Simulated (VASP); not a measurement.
TePb, 2 atoms in the cell. The structure is cubic, space group Fm-3m (No. 225). The conventional cell has a = 6.419 Å, b = 6.419 Å, c = 6.419 Å, α = 90.00°, β = 90.00°, γ = 90.00°. Pb (site symmetry m-3m) has 6 Te at 3.21 Å within 4.2 Å. Within 4.2 Å of Te (site symmetry m-3m) lie 6 Pb at 3.21 Å. 

| Quantity | Value |
| --- | --- |
| Program | VASP 6.6.1 |
| Task | single point |
| Functional | LDA |
| Potentials or basis | VASP PAW LDA potentials, release 64 (Pb_d, Te) |
| Cutoff | 520 eV |
| k mesh | 7 × 7 × 7 |
| Occupations | fermi-dirac, width 0.05 eV |
| Spin | no spin polarisation |
| Dipole correction | no |
| Further INCAR settings | ALGO = Normal; EDIFF = 1e-06; NBANDS = 17 |

Potentials or basis: VASP PAW LDA potentials, release 64 (Pb_d, Te).

Run with:

```bash
$ cat potpaw_LDA.64/Pb_d/POTCAR potpaw_LDA.64/Te/POTCAR > POTCAR
$ mpirun -np 1 vasp_std > vasp.out
```

Hardware: 1 thread of Intel(R) Xeon(R) 6975P-C (Granite Rapids), with other jobs on the host.

Question: Estimate the wall time of this run.

Answer: Wall time 11 s on 1 thread of Intel(R) Xeon(R) 6975P-C (Granite Rapids), with other jobs on the host, peak memory 0.18 GiB. Counts: scf iterations 12, k points 20.
